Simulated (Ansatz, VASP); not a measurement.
# C in VASP and in Ansatz

File INCAR:

```
SYSTEM = C
PREC = Accurate
ENCUT = 520
EDIFF = 1E-6
ISMEAR = 0
SIGMA = 0.05
LREAL = .FALSE.
LASPH = .TRUE.
NELM = 80
ALGO = Normal
ISIF = 2
LWAVE = .FALSE.
LCHARG = .TRUE.
LELF = .TRUE.
LVHAR = .TRUE.
NBANDS = 11
```

KPOINTS

```
regular mesh
0
G
  12 12 12
  0 0 0
```

The input POSCAR:

```
C
1.0
    0.0000000000      1.8512892956      1.7220693028
    1.8512892956      0.0000000000      1.7220693028
    1.8512892956      1.8512892956      0.0000000000
C
2
Direct
    0.5000000000      0.5000000000      0.5000000000
    0.7500000000      0.7500000000      0.7500000000
```

Input for Ansatz:

```yaml
crystal:
  lattice:
    - [0.0, 1.8512892956, 1.7220693028]
    - [1.8512892956, 0.0, 1.7220693028]
    - [1.8512892956, 1.8512892956, 0.0]
  atoms:
    - { symbol: C, position: [0.5, 0.5, 0.5] }
    - { symbol: C, position: [0.75, 0.75, 0.75] }
basis:
  ecutwfc: 520.0
kpoints:
  mp_grid: { grid: [12, 12, 12] }
hamiltonian:
  xc: lda
  pseudopotentials: { kind: paw, azcp: { folder: soft_1 } }
scf:
  occupations: { method: gaussian, width: 0.05 }
output:
  forces: true
  stress: true
  eigenvalues: true
```

Alike in both runs: task single point; functional LDA; k mesh 12 × 12 × 12; occupations gaussian, width 0.05 eV; no spin polarisation.

|  | VASP | Ansatz |
| --- | --- | --- |
| version | VASP 6.6.1 | Ansatz 0.2.0 |
| potentials or method | VASP PAW LDA potentials, release 64 (C), cutoff 520 eV | scalar-relativistic, plane waves, PAW |
| valence electrons in the cell | 8 | 8 |

VASP gave:

- gap on the k mesh at the Fermi level (eV): 2.31
- least direct gap on the mesh (eV): 4.25
- pressure (GPa): -27.1
- traceless stress, the component that is largest in VASP (GPa): 39.55

Estimate Ansatz's values.

gap on the k mesh at the Fermi level (eV): 2.31; least direct gap on the mesh (eV): 4.25; pressure (GPa): -28.5; traceless stress, the component that is largest in VASP (GPa): 39.61.

Ansatz warns that its potentials were made for another functional, while VASP's fit it. LDA's correlation is that of Perdew and Zunger in VASP and of Perdew and Wang (1992) in Ansatz.
